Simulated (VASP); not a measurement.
Runs of VASP 6.6.1 on Ga4AsP3. The structure is that of space group Amm2 (No. 38), or close to it. The cells are those of the table. 

| task | cell | k mesh | cutoff (eV) | smearing | gap on the mesh (eV) | pressure (GPa) | largest force (eV/Å) |
| --- | --- | --- | --- | --- | --- | --- | --- |
| single point | a = 3.934, b = 6.815, c = 6.815 Å, angles 70.5, 90.0, 90.0°, 8 atoms | 4 × 4 × 4 | 520 | gaussian 0.1 eV | 1.09 | 0.1 | 0.01 |
| single point | a = 3.934, b = 6.815, c = 6.815 Å, angles 70.5, 90.0, 90.0°, 8 atoms | 8 × 4 × 4 | 520 | gaussian 0.02 eV | 1.10 | 0.1 | 0.02 |
| single point | a = 3.948, b = 6.787, c = 6.787 Å, angles 108.8, 90.0, 90.0°, 8 atoms | 4 × 2 × 2 | 520 | gaussian 0.1 eV | 1.10 | 0.1 | 0.02 |
| single point | a = 3.934, b = 6.815, c = 6.815 Å, angles 109.5, 90.0, 90.0°, 8 atoms | 4 × 2 × 2 | 520 | gaussian 0.1 eV | 1.09 | (a) | 0.06 |
| relaxation of cell and atoms | relaxed from a = 3.936, b = 6.812, c = 6.775 Å, angles 108.8, 90.0, 90.1°, 8 atoms | 4 × 2 × 2 | 600 | gaussian 0.1 eV | 1.08 | -0.1 | 0.02 |

Alike in all rows: level PBE; potentials or basis VASP PAW PBE potentials, release 64 (Ga_d, P, As); no spin polarisation.

**Question.** Fill in the values left out.

**Answer.** (a) 0.0.

Caveats: some runs use coarse meshes.

A k mesh can miss the band edges, and the runs leave out spin-orbit coupling on As, Ga.
